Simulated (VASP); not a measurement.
# Zr (P6_3/mmc) in VASP: vibrations by perturbation theory with PBEsol

Aim: the vibrations by perturbation theory of Zr with PBEsol.

Program: VASP 6.6.1. These are calculated values, not measurements. Logs are shortened: lines on timing, memory, paths and dates and some standing lists are left out, and cuts for length are marked.

## 1. The cell of the first run

The structure is hexagonal, space group P6_3/mmc (No. 194). Conventional cell: a = 3.192 Å, b = 3.192 Å, c = 5.092 Å, α = 90.00°, β = 90.00°, γ = 120.00°. Zr (site symmetry -6m2) has 12 Zr at 3.14 to 3.19 Å within 4.1 Å.

## 2. Vibrations by perturbation theory, PBEsol

Input file INCAR:

```
PREC = Accurate
ENCUT = 520
EDIFF = 1E-8
ISMEAR = 1
SIGMA = 0.2
LREAL = False
LASPH = True
NELM = 60
ALGO = Normal
ISIF = 2
LWAVE = False
LCHARG = True
GGA = PS
IBRION = 8
NSW = 1
```

Input file KPOINTS:

```
Automatic mesh
0
Gamma
  12 12 8
```

Input file POSCAR:

```
Zr
1.0
    3.1924807177      0.0000000000      0.0000000000
   -1.5962403589      2.7647694026      0.0000000000
    0.0000000000      0.0000000000      5.0917411365
Zr
2
Direct
    0.3333333333      0.6666666667      0.7500000000
    0.6666666667      0.3333333333      0.2500000000
```

Potentials or basis: VASP PAW PBE potentials, release 64 (Zr_sv).

On the command line:

```
cat potpaw_PBE.64/Zr_sv/POTCAR > POTCAR
mpirun -np 1 vasp_std > vasp.out
```

OUTCAR:

```text
PREC = Accurate
   ENCUT = 520
   EDIFF = 1E-8
   ISMEAR = 1
   LREAL = False
   LASPH = True
   NELM = 60
   ISIF = 2
   GGA = PS
   IBRION = 8
   NSW = 1

 ion  position               nearest neighbor table
   1  0.333  0.667  0.750-   2 3.14   2 3.14   2 3.14   2 3.14   2 3.14   2 3.14
   2  0.667  0.333  0.250-   1 3.14   1 3.14   1 3.14   1 3.14   1 3.14   1 3.14

  LATTYP: Found a hexagonal cell.
 ALAT       =     3.1924807177
 C/A-ratio  =     1.5949168019

  Lattice vectors:

 A1 = (   3.1924807177,   0.0000000000,   0.0000000000)
 A2 = (  -1.5962403589,   2.7647694026,   0.0000000000)
 A3 = (   0.0000000000,   0.0000000000,   5.0917411365)

Analysis of symmetry for initial positions (statically):
=====================================================================
 Subroutine PRICEL returns:
 Original cell was already a primitive cell.

 Routine SETGRP: Setting up the symmetry group for a
 hexagonal supercell.

 Subroutine GETGRP returns: Found 24 space group operations
 (whereof 12 operations were pure point group operations)
 out of a pool of 24 trial point group operations.

The static configuration has the point symmetry D_3d.
 The point group associated with its full space group is D_6h.

Analysis of symmetry for dynamics (positions and initial velocities):
=====================================================================
 Subroutine PRICEL returns:
 Original cell was already a primitive cell.

 Routine SETGRP: Setting up the symmetry group for a
 hexagonal supercell.

 Subroutine GETGRP returns: Found 24 space group operations
 (whereof 12 operations were pure point group operations)
 out of a pool of 24 trial point group operations.

The dynamic configuration has the point symmetry D_3d.
 The point group associated with its full space group is D_6h.

 Subroutine INISYM returns: Found 24 space group operations
 (whereof 12 operations are pure point group operations),
 and found     1 'primitive' translations

----------------------------------------------------------------------------------------

                                     Primitive cell

  volume of cell :      44.9421

  direct lattice vectors                    reciprocal lattice vectors
     3.192480718  0.000000000  0.000000000     0.313236034  0.180846909  0.000000000
    -1.596240359  2.764769403  0.000000000     0.000000000  0.361693818  0.000000000
     0.000000000  0.000000000  5.091741136     0.000000000  0.000000000  0.196396473

  length of vectors
     3.192480718  3.192480718  5.091741136     0.361693818  0.361693818  0.196396473

  position of ions in fractional coordinates (direct lattice)
     0.333333333  0.666666667  0.750000000
     0.666666667  0.333333333  0.250000000

  ion indices of the primitive-cell ions
   primitive index   ion index
                 1           1
                 2           2

----------------------------------------------------------------------------------------

 KPOINTS: Automatic mesh

Automatic generation of k-mesh.
 Grid dimensions read from file:
 generate k-points for:   12   12    8

 Generating k-lattice:

  Cartesian coordinates                     Fractional coordinates (reciprocal lattice)
     0.026103003  0.015070576  0.000000000     0.083333333  0.000000000  0.000000000
     0.000000000  0.030141151  0.000000000     0.000000000  0.083333333  0.000000000
     0.000000000  0.000000000  0.024549559     0.000000000  0.000000000  0.125000000

  Length of vectors
     0.030141151  0.030141151  0.024549559

  Shift w.r.t. Gamma in fractional coordinates (k-lattice)
     0.000000000  0.000000000  0.000000000

 Subroutine IBZKPT returns following result:
 ===========================================

 Found     95 irreducible k-points:

 Following reciprocal coordinates:
            Coordinates               Weight
  0.000000  0.000000  0.000000      1.000000
  0.083333 -0.000000  0.000000      6.000000
  0.166667  0.000000  0.000000      6.000000
  0.250000  0.000000  0.000000      6.000000
  0.333333  0.000000  0.000000      6.000000
  0.416667 -0.000000  0.000000      6.000000
[... 16 lines left out ...]
  0.250000  0.000000  0.125000     12.000000
  0.333333  0.000000  0.125000     12.000000
 [... further k-points ...]
   k-points           NKPTS =     95   k-points in BZ     NKDIM =     95   number of bands    NBANDS=     16
   number of dos      NEDOS =    301   number of ions     NIONS =      2
   total plane-waves  NPLWV =  23040
   dimension x,y,z NGX =    24 NGY =   24 NGZ =   40
   dimension x,y,z NGXF=    48 NGYF=   48 NGZF=   80
   ions per type =               2
   NGX,Y,Z   is equivalent  to a cutoff of  12.50, 12.50, 13.06 a.u.
   NGXF,Y,Z  is equivalent  to a cutoff of  25.00, 25.00, 26.12 a.u.
 SYSTEM =  unknown system
   PREC   = accura    normal or accurate (medium, high low for compatibility)
   ISTART =      0    job   : 0-new  1-cont  2-samecut
   ICHARG =      2    charge: 1-file 2-atom 10-const
   ISPIN  =      1    spin polarized calculation?
   LNONCOLLINEAR =      F non collinear calculations
   LSORBIT =      F    spin-orbit coupling
   LASPH  =      T    aspherical Exc in radial PAW
   ENCUT  =  520.0 eV  38.22 Ry    6.18 a.u.   5.94  5.94  9.47*2*pi/ulx,y,z
   NELM   =     60;   NELMIN=  2; NELMDL= -5     # of ELM steps
   EDIFF  = 0.1E-07   stopping-criterion for ELM
   LREAL  =      F    real-space projection
   EDIFFG = 0.1E-06   stopping-criterion for IOM
   NSW    =      1    number of steps for IOM
   IBRION =      8    ionic relax: 0-MD 1-quasi-New 2-CG
   NFREE  =      0    steps in history (QN), initial steepest desc. (CG)
   ISIF   =      2    stress and relaxation
   ISYM   =      2    0-nonsym 1-usesym 2-fastsym
   POTIM  = 0.5000    time-step for ionic-motion
   TEBEG  =    0.0;   TEEND  =   0.0 temperature during run
   PSTRESS=    0.0 pullay stress
   NELECT =      24.0000    total number of electrons
   NUPDOWN=      -1.0000    fix difference up-down
   EMIN   =  10.00;   EMAX   =-10.00  energy-range for DOS
   EFERMI =   0.00;   METHOD = LEGACY
   ISMEAR =     1;   SIGMA  =   0.20  broadening in eV -4-tet -1-fermi 0-gaus
   EFERMI_NEDOS =   21; number of points for ismear=-14 and -15
   IALGO  =     38    algorithm
   IMIX   =      4    mixing-type and parameters
     AMIX     =   0.40;   BMIX     =  1.00
     AMIX_MAG =   1.60;   BMIX_MAG =  1.00
  volume/ion in A,a.u.               =      22.47       151.64
  Fermi-wavevector in a.u.,A,eV,Ry     =   1.328192  2.509918 24.001943  1.764093
  Thomas-Fermi vector in A             =   2.457448
   LORBIT       =      0    0 simple, 1 ext, 2 COOP (PROOUT), +10 PAW based schemes
   GGA     = PS    functional components
   LHFCALC =     F    Hartree Fock is set to
   AEXX    =    0.0000 exact exchange contribution
   IVDW    =     0    specifies the selected vdW correction
   LEPSILON=     F    determine dielectric tensor
   LRPA    =     F    only Hartree local field effects (RPA)
 non-spin polarized calculation
 Methfessel and Paxton  Order N= 1 SIGMA  =   0.20
  energy-cutoff  :      520.00
  volume of cell :       44.94
 maximum number of plane-waves:      1236
 NGX is ok and might be reduce to    24
   NGX = 11   NGY = 11   NGZ = 19

--------------------------------------- Ionic step        1  -------------------------------------------

 number of electron      24.0000000 magnetization

 Free energy of the ion-electron system (eV)
  ---------------------------------------------------
  ext. energy  EPLUGINS =         0.00000000
  ---------------------------------------------------
  free energy    TOTEN  =       -18.15891649 eV

  energy without entropy =      -18.15897702  energy(sigma->0) =      -18.15893667

 E-fermi :   9.2688     XC(G=0): -11.3654

 val. band max:        9.2457929282   @ k =   0.3333   0.2500   0.5000
 cond. band min:       9.2780963911   @ k =   0.3333   0.3333   0.5000
 fundamental gap:      0.0323034628
 Fermi energy:         9.2688390685

 k-point     1 :       0.0000    0.0000    0.0000
  band No.  band energies     occupation
      1     -39.4068      2.00000
      2     -39.2270      2.00000
      3     -18.0268      2.00000
      4     -17.0444      2.00000
      5     -17.0444      2.00000
      6     -16.8911      2.00000
[... 433 lines left out ...]
      3     -17.7627      2.00000
      4     -17.5701      2.00000
      5     -17.4820      2.00000
      6     -17.2159      2.00000
[... 8 lines left out ...]
     15      10.4993     -0.00000
     16      12.8706     -0.00000

 [... further k-points ...]
[... 5 lines left out ...]
  --------------------------------------------------------------------------------------
  -------------------------------------------------------------------------------------
  Total       -0.0138016     -0.0138016      0.0714139      0.0000000      0.0000000     -0.0000000
  in kB       -0.4920259     -0.4920259      2.5458901      0.0000000      0.0000000     -0.0000000
  external PRESSURE =       0.5206128 kB  Pullay stress =       0.0000000 kB

 VOLUME and BASIS-vectors are now :
 -----------------------------------------------------------------------------
  energy-cutoff  :      520.00
  volume of cell :       44.94
      direct lattice vectors                 reciprocal lattice vectors
     3.192480718  0.000000000  0.000000000     0.313236034  0.180846909  0.000000000
    -1.596240359  2.764769403  0.000000000     0.000000000  0.361693818  0.000000000
     0.000000000  0.000000000  5.091741136     0.000000000  0.000000000  0.196396473

 POSITION                                       TOTAL-FORCE (eV/Angst)
 -----------------------------------------------------------------------------------
     -0.00000      1.84318      3.81881        -0.000000      0.000000      0.000000
      1.59624      0.92159      1.27294         0.000000     -0.000000      0.000000
 -----------------------------------------------------------------------------------
    total drift:                                0.000000     -0.000000      0.000000

  FREE ENERGIE OF THE ION-ELECTRON SYSTEM (eV)
  ---------------------------------------------------
  free  energy   TOTEN  =       -18.1589164932 eV

  energy  without entropy=      -18.1589770211  energy(sigma->0) =      -18.15893667

[... ionic steps 2 to 3 ...]

--------------------------------------- Ionic step        4  -------------------------------------------

------------------------ aborting loop because EDIFF is reached ----------------------------------------

[... ionic steps 5 to 5 ...]

--------------------------------------- Ionic step        6  -------------------------------------------

 Free energy of the ion-electron system (eV)
  ---------------------------------------------------
  ---------------------------------------------------
  free energy    TOTEN  =        -0.74737928 eV

  energy without entropy =       -0.74737928

------------------------ aborting loop because EDIFF is reached ----------------------------------------

 INTERNAL STRAIN TENSOR  FOR ION    1  DIRECTION 3   (eV/Angst):
 -----------------------------------------------------------------------------
    -0.07200  0.00000 -0.00000
     0.00000 -0.07200  0.00000
     0.00000  0.00000  0.14956

 INTERNAL STRAIN TENSOR FOR ION    2 for displacements in x,y,z  (eV/Angst):
          X           Y           Z          XY          YZ          ZX
  --------------------------------------------------------------------------------
  x    -0.00000     0.00000    -0.00000     1.21054     0.00000     0.00000
  y     1.21054    -1.21054     0.00000     0.00000     0.00000     0.00000
  z     0.00000     0.00000     0.00000     0.00000    -0.00000    -0.00000

 SECOND DERIVATIVES (NOT SYMMETRIZED)
 ------------------------------------
               1X          1Y          1Z          2X          2Y          2Z
  1X    -0.826835    0.000000    0.000000    0.826835   -0.000000    0.000000
  1Y     0.000000   -0.826835    0.000000   -0.000000    0.826835    0.000000
  1Z     0.000000    0.000000   -4.465912    0.000000   -0.000000    4.465912
  2X     0.826835   -0.000000    0.000000   -0.826835    0.000000    0.000000
  2Y    -0.000000    0.826835    0.000000    0.000000   -0.826835    0.000000
  2Z     0.000000   -0.000000    4.465912    0.000000    0.000000   -4.465912

 Eigenvectors and eigenvalues of the dynamical matrix
 ----------------------------------------------------

   1 f  =    4.891773 THz    30.735915 2PiTHz  163.171974 cm-1    20.230737 meV
             X         Y         Z           dx          dy          dz
     -0.000000  1.843180  3.818806     0.000000   -0.000000    0.707107
      1.596240  0.921590  1.272935     0.000000    0.000000   -0.707107
[... 11 lines left out ...]
   4 f  =    0.000000 THz     0.000000 2PiTHz    0.000001 cm-1     0.000000 meV
             X         Y         Z           dx          dy          dz
     -0.000000  1.843180  3.818806    -0.045560   -0.168051   -0.685334
      1.596240  0.921590  1.272935    -0.045560   -0.168051   -0.685334

   5 f/i=    0.000000 THz     0.000000 2PiTHz    0.000000 cm-1     0.000000 meV
             X         Y         Z           dx          dy          dz
     -0.000000  1.843180  3.818806    -0.683753   -0.159197    0.084492
      1.596240  0.921590  1.272935    -0.683753   -0.159197    0.084492

   6 f/i=    0.000000 THz     0.000000 2PiTHz    0.000001 cm-1     0.000000 meV
             X         Y         Z           dx          dy          dz
     -0.000000  1.843180  3.818806     0.174375   -0.668143    0.152243
      1.596240  0.921590  1.272935     0.174375   -0.668143    0.152243

--------------------------------------------------------------------------------------------------------

 ELASTIC MODULI CONTR FROM IONIC RELAXATION (kBar)
 Direction    XX          YY          ZZ          XY          YZ          ZX
 --------------------------------------------------------------------------------
 XX         -63.1826     63.1826     -0.0000      0.0000      0.0000      0.0000
 YY          63.1826    -63.1826      0.0000      0.0000      0.0000      0.0000
 ZZ          -0.0000      0.0000     -0.0000      0.0000      0.0000      0.0000
 XY           0.0000      0.0000      0.0000    -63.1826      0.0000      0.0000
 YZ           0.0000      0.0000      0.0000      0.0000     -0.0000     -0.0000
 ZX           0.0000      0.0000      0.0000      0.0000     -0.0000     -0.0000
 --------------------------------------------------------------------------------
```

Run time: 7.1 min. Hardware: 1 thread of Intel Xeon 6975P-C (Granite Rapids), shared host; peak memory 0.58 GiB.

Results:

| Quantity | Value |
| --- | --- |
| Highest phonon frequency at Γ | 163 cm⁻¹ |

Phonon frequencies in cm⁻¹ (negative: imaginary):
```
              q point      frequencies
(0.000, 0.000, 0.000)  0 0 0 70 70 163
```

Caveat: the PAW data sets were made with another functional, which shifts forces and pressure a little.
